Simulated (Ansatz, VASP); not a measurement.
# One calculation of Rb, two programs

```
Rb
1.0
     4.90373    0.00000    0.00000
    -2.45187    4.24676    0.00000
     0.00000    0.00000    8.09054
Rb
2
Direct
  0.33333 0.66667 0.25000
  0.66667 0.33333 0.75000
```

Change from the starting cell: volume scaled by 0.92, PAW files, source ansatz.

Alike in both runs: task single point; functional PBE; k mesh 9 × 9 × 5; occupations fermi-dirac, width 0.08 eV; no spin polarisation.

```csv
,VASP,Ansatz
version,VASP 6.6.1,Ansatz 0.2.0
potentials or method,"VASP PAW PBE potentials, release 64 (Rb_sv)",scalar-relativistic
plane-wave cutoff (eV),520,390
valence electrons in the cell,18,18
```

```tsv
	VASP	Ansatz	Ansatz less VASP
pressure (GPa)	0.3	0.3	0.00
```

With one functional, cell and mesh, what is left measures potentials, basis and numerics.
